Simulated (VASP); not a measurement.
Write the native input for VASP 6.6.1 that does the following.

```
Task                   : single point
Functional             : PBE
Potentials or basis    : VASP PAW PBE potentials, release 64 (Cr_pv, W_sv)
Cutoff                 : 520 eV
k mesh                 : 12 × 12 × 18
Occupations            : gaussian, width 0.1 eV
Spin                   : no spin polarisation
Dipole correction      : no
Further INCAR settings : ALGO = Fast; EDIFF = 1e-07; NBANDS = 26
```

The structure of Cr2W lies in POSCAR:

```
Cr2W
1.0
    4.3709019467      0.0000000000      0.0000000000
   -2.1854509733      3.7853121233      0.0000000000
    0.0000000000      0.0000000000      2.4608489724
Cr W
2 1
Direct
    0.3333333333      0.6666666667      0.5000000000
    0.6666666667      0.3333333333      0.5000000000
    0.0000000000      0.0000000000      0.0000000000
```

The input as run:

INCAR

```
SYSTEM = Cr2W
PREC = Accurate
ENCUT = 520
EDIFF = 1E-7
ISMEAR = 0
SIGMA = 0.1
LREAL = .FALSE.
LASPH = .TRUE.
NELM = 100
ALGO = Fast
ISIF = 2
LWAVE = .FALSE.
LCHARG = .FALSE.
GGA = PE
NBANDS = 26
```

KPOINTS

```
regular mesh
0
G
  12 12 18
  0 0 0
```

Potentials or basis: VASP PAW PBE potentials, release 64 (Cr_pv, W_sv).

Launch:

```bash
$ cat potpaw_PBE.64/Cr_pv/POTCAR potpaw_PBE.64/W_sv/POTCAR > POTCAR
$ mpirun -np 1 vasp_std > vasp.out
```

Results of the run:

- Pressure: 0.2 GPa
- Band gap on the k mesh: zero (bands 19 and 20 overlap by 0.78 eV)

Caveat: spin-orbit coupling is left out, which moves the levels of the heavy elements; the run has no spin polarisation, though such a crystal can be magnetic.

It took 6.2 min on 1 thread of Oxide Virtual Turin-like Processor, on a shared host, peak memory 0.27 GiB.
